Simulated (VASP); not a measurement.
BN:

```
N B
1.0
     2.55394    0.00000    0.00000
    -1.27697    2.21178    0.00000
     0.00000    0.00000    4.22685
N B
2 2
Cartesian
  0.0000 1.4745 0.5295
  1.2770 0.7373 2.6430
  0.0000 1.4745 2.1123
  1.2770 0.7373 4.2257
```

- Program: VASP 6.6.1
- Task: relaxation of cell and atoms
- Functional: LDA
- Potentials or basis: VASP PAW LDA potentials, release 64 (N, B)
- Cutoff: 600 eV
- k mesh: 12 × 12 × 6
- Occupations: fermi-dirac, width 0.05 eV
- Spin: no spin polarisation

At the start: pressure -13.1 GPa; volume 5.97 Å³/atom.

Problem. How do energy, volume and symmetry change on relaxing?

Solution. Over 6 steps the energy falls by 8.6 meV/atom and the volume is 5.76 Å³/atom (-3.5 %); space group P6_3mc (No. 186, to 0.05 Å).

The path:
| step | energy change (eV) | largest force (eV/Å) | pressure (GPa) | volume (Å³) |
| --- | --- | --- | --- | --- |
| 1 | 0.0000 | 0.0211 | -13.15 | 23.88 |
| 2 | 0.0060 | 0.0869 | 15.91 | 22.22 |
| 3 | -0.0344 | 0.0283 | -0.11 | 23.07 |
| 4 | -0.0344 | 0.0294 | 0.17 | 23.05 |
| 5 | -0.0344 | 0.0325 | 0.20 | 23.05 |
| 6 | -0.0345 | 0.0010 | 0.18 | 23.05 |

Final structure:
```
N B
1.0
     2.52431    0.00000    0.00000
    -1.26215    2.18611    0.00000
     0.00000    0.00000    4.17651
N B
2 2
Direct
  0.33333 0.66667 0.12530
  0.66667 0.33333 0.62530
  0.33333 0.66667 0.49970
  0.66667 0.33333 0.99970
```
